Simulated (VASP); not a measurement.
Write the native input for VASP 6.6.1 that does the following.

| Property | Result |
| --- | --- |
| Task | single point |
| Functional | PBEsol |
| Potentials or basis | VASP PAW PBE potentials, release 64 (Ca_sv, F) |
| Cutoff | 600 eV |
| k mesh | 6 × 6 × 6 |
| Occupations | fermi-dirac, width 0.02 eV |
| Spin | no spin polarisation |
| Dipole correction | no |
| Further INCAR settings | ALGO = Normal; EDIFF = 1e-06; NBANDS = 19 |

The structure of CaF2 (Fluorite) lies in POSCAR:

```
CaF2
1.0
    0.0000000000      2.7550629139      2.7550629139
    2.7550629139      0.0000000000      2.7550629139
    2.7550629139      2.7550629139      0.0000000000
Ca F
1 2
Direct
    0.0000000000      0.0000000000      0.0000000000
    0.2500000000      0.2500000000      0.2500000000
    0.7500000000      0.7500000000      0.7500000000
```

The input as run:

INCAR

```
ALGO = Normal ; EDIFF = 1E-6
ENCUT = 600 ; GGA = PS
GGA_COMPAT = False ; ISIF = 2
ISMEAR = -1 ; LASPH = True
LCHARG = True ; LELF = True
LREAL = False ; LVHAR = True
LWAVE = False ; NBANDS = 19
NELM = 120 ; PREC = Accurate
SIGMA = 0.02
```

KPOINTS

```
k-points
0
Gamma
  6 6 6
```

Potentials or basis: VASP PAW PBE potentials, release 64 (Ca_sv, F).

Launch:

```sh
$ cat potpaw_PBE.64/Ca_sv/POTCAR potpaw_PBE.64/F/POTCAR > POTCAR
$ mpirun -np 1 vasp_std > vasp.out
```

It gave:

- Pressure: -3.6 GPa
- Band gap on the k mesh: 6.95 eV, indirect (least direct gap 7.20 eV)

Caveat: the PAW data sets were made with another functional, which shifts forces and pressure a little.

Run time: 20 s on 1 thread of AMD EPYC 9R45 (Zen 5) (shared host), peak memory 0.14 GiB.
